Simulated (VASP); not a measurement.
A run of VASP 6.6.1 is set up as follows.

Contents of INCAR:

```
ALGO     = Normal         # electronic algorithm
EDIFF    = 1E-6           # SCF threshold, eV
ENCUT    = 600            # plane-wave cutoff, eV
GGA      = PE             # functional
GGA_COMPAT= False        
ISIF     = 2              # what is computed and relaxed
ISMEAR   = 0              # smearing method
LASPH    = True           # aspherical terms in the spheres
LCHARG   = True           # write CHGCAR
LELF     = True           # ELF
LREAL    = False          # projectors in reciprocal space
LVHAR    = True         
LWAVE    = False          # write WAVECAR
NBANDS   = 22             # bands
NELM     = 120            # most SCF steps
PREC     = Accurate       # precision mode
SIGMA    = 0.2            # smearing width, eV
```

The input KPOINTS:

```
k-points
0
Gamma
  3 4 4
```

Contents of POSCAR:

```
Be4ZnTe
1.0
    6.0554655529      0.0000000000      0.0000000000
    0.0000000000      2.8264634471      2.8774507245
    0.0000000000     -2.8264634471      2.8774507245
Be Zn Te
4 1 1
Direct
    0.1698989719      0.9827744286      0.9827744286
    0.8301010281      0.9827744286      0.9827744286
    0.1698330685      0.6004243430      0.6004243430
    0.8301669315      0.6004243430      0.6004243430
    0.5000000000      0.7916222672      0.7916222672
    0.5000000000      0.2916509395      0.2916509395
```

Potentials or basis: VASP PAW PBE potentials, release 64 (Be, Zn, Te).

Run with:

```sh
$ cat potpaw_PBE.64/Be/POTCAR potpaw_PBE.64/Zn/POTCAR potpaw_PBE.64/Te/POTCAR > POTCAR
$ mpirun -np 1 vasp_std > vasp.out
```

Q: What does it give for the pressure?

A: 0.1 GPa.

Q: Predict the band gap on the k mesh.

A: Zero (bands 13 and 14 overlap by 1.18 eV).

Q: Estimate the largest force.

A: 0.020 eV/Å.

Stress tensor (GPa, compression positive):
```
0.18 0.00 0.00
0.00 0.16 0.00
0.00 0.00 0.06
```

Caveat: the k points lie up to 0.39 Å⁻¹ apart, too coarse for converged energies and pressures of a metal; spin-orbit coupling is left out, which moves the levels of the heavy elements.
